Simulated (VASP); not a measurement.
Wanted: the native input for a VASP 6.6.1 run.

```
Task                   : single point
Functional             : PBE
Potentials or basis    : VASP PAW PBE potentials, release 64 (Cd_sv_GW, O)
Cutoff                 : 700 eV
k mesh                 : 16 × 16 × 16
Occupations            : gaussian, width 0.1 eV
Spin                   : no spin polarisation
Dipole correction      : no
Further INCAR settings : ALGO = Normal; EDIFF = 1e-06; NBANDS = 20
```

The structure of CdO lies in POSCAR:

```
CdO
1.0
    0.0000000000      2.2193791840      2.2193791840
    2.2193791840      0.0000000000      2.2193791840
    2.2193791840      2.2193791840      0.0000000000
Cd O
1 1
Direct
    0.0000000000      0.0000000000      0.0000000000
    0.5000000000      0.5000000000      0.5000000000
```

The input as run:

INCAR

```
PREC = Accurate ; ENCUT = 700
EDIFF = 1E-6 ; ISMEAR = 0
SIGMA = 0.1 ; LREAL = False
LASPH = True ; NELM = 120
ALGO = Normal ; ISIF = 2
LWAVE = False ; LCHARG = True
GGA = PE ; LELF = True
LVHAR = True ; NBANDS = 20
GGA_COMPAT = False
```

KPOINTS

```
regular mesh
0
Gamma
  16 16 16
```

Potentials or basis: VASP PAW PBE potentials, release 64 (Cd_sv_GW, O).

Launch:

```bash
$ cat potpaw_PBE.64/Cd_sv_GW/POTCAR potpaw_PBE.64/O/POTCAR > POTCAR
$ mpirun -np 1 vasp_std > vasp.out
```

Results of the run:

| Item | Value |
| --- | --- |
| Pressure | 44.9 GPa |
| Band gap on the k mesh | zero (bands 13 and 14 overlap by 0.06 eV) |

Caveat: the cell stands under pressure; semilocal functionals underestimate gaps, and a narrow one can read as zero.

Run time: 95 s on 1 thread of AMD EPYC 7R43 64-Core Processor (Zen 3) (shared host), peak memory 0.22 GiB.
